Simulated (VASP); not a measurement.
# In: single point with PBE

In:

```
CELL_PARAMETERS angstrom
-1.64822 1.69734 2.52498
1.69734 -1.64822 2.52498
1.60436 1.60436 -2.49270
ATOMIC_POSITIONS crystal
In 0.00000 0.00000 0.00000
```

```json
{"Program": "VASP 6.6.1", "Task": "single point", "Functional": "PBE", "Potentials or basis": "VASP PAW PBE potentials, release 64 (In_d)", "Cutoff": "520 eV", "k mesh": "11 × 11 × 14", "Occupations": "methfessel-paxton, width 1 eV", "Spin": "no spin polarisation", "Dipole correction": "no", "Further INCAR settings": "ALGO = Normal; EDIFF = 1e-06; NBANDS = 12"}
```

| Item | Value |
| --- | --- |
| Pressure | 0.0 GPa |
| Band gap on the k mesh | zero (an odd number of electrons rules out a gap without spin polarisation) |

Stress tensor (GPa, compression positive):
```
 0.02  0.05 -0.14
 0.05  0.02 -0.14
-0.14 -0.14 -0.16
```

Levels at points of the mesh, in eV from the Fermi level:
```tsv
k point	band 4	band 5	band 6	band 7	band 8	band 9
(0.00, 0.00, 0.00)	-14.50	-14.40	-9.21	9.79	10.05	10.51
(0.00, 0.00, 0.50)	-14.30	-14.23	-1.65	-1.53	3.24	3.64
```

Wall time 53 s on 1 thread of Intel(R) Xeon(R) 6975P-C (Granite Rapids), with other jobs on the host, peak memory 0.27 GiB.

Caveat: so wide a smearing shifts energies and pressures; spin-orbit coupling is left out, which moves the levels of the heavy elements.
